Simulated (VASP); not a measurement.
Here is a VASP 6.6.1 calculation.

The input INCAR:

```
SYSTEM = TiB2
ALGO = Normal ; EDIFF = 1E-6
ENCUT = 520 ; GGA = PS
ISIF = 2 ; ISMEAR = -1
LASPH = .TRUE. ; LCHARG = .FALSE.
LREAL = .FALSE. ; LWAVE = .FALSE.
NBANDS = 16 ; NELM = 80
PREC = Accurate ; SIGMA = 0.03
```

File KPOINTS:

```
k-points
0
G
  14 14 11
  0 0 0
```

The input POSCAR:

```
TiB2
1.0
    3.0594901836      0.0000000000      0.0000000000
   -1.5297450918      2.6495962217      0.0000000000
    0.0000000000      0.0000000000      3.2284000000
Ti B
1 2
Direct
    0.0000000000      0.0000000000      0.0000000000
    0.3333333333      0.6666666667      0.5000000000
    0.6666666667      0.3333333333      0.5000000000
```

Potentials or basis: VASP PAW PBE potentials, release 64 (Ti_sv, B).

Run with:

```bash
$ cat potpaw_PBE.64/Ti_sv/POTCAR potpaw_PBE.64/B/POTCAR > POTCAR
$ mpirun -np 1 vasp_std > vasp.out
```

**Question.** Predict the pressure.

**Answer.** -9.9 GPa.

**Question.** What does it give for the band gap on the k mesh?

**Answer.** Zero (bands 9 and 10 overlap by 0.64 eV).

Stress tensor (GPa, compression positive):
```
-10.56   0.00   0.00
  0.00 -10.56   0.00
  0.00   0.00  -8.48
```

Caveat: the cell differs from its parent crystal (equal xx and yy strain of +1 %); the cell stands under tension; the PAW data sets were made with another functional, which shifts forces and pressure a little.
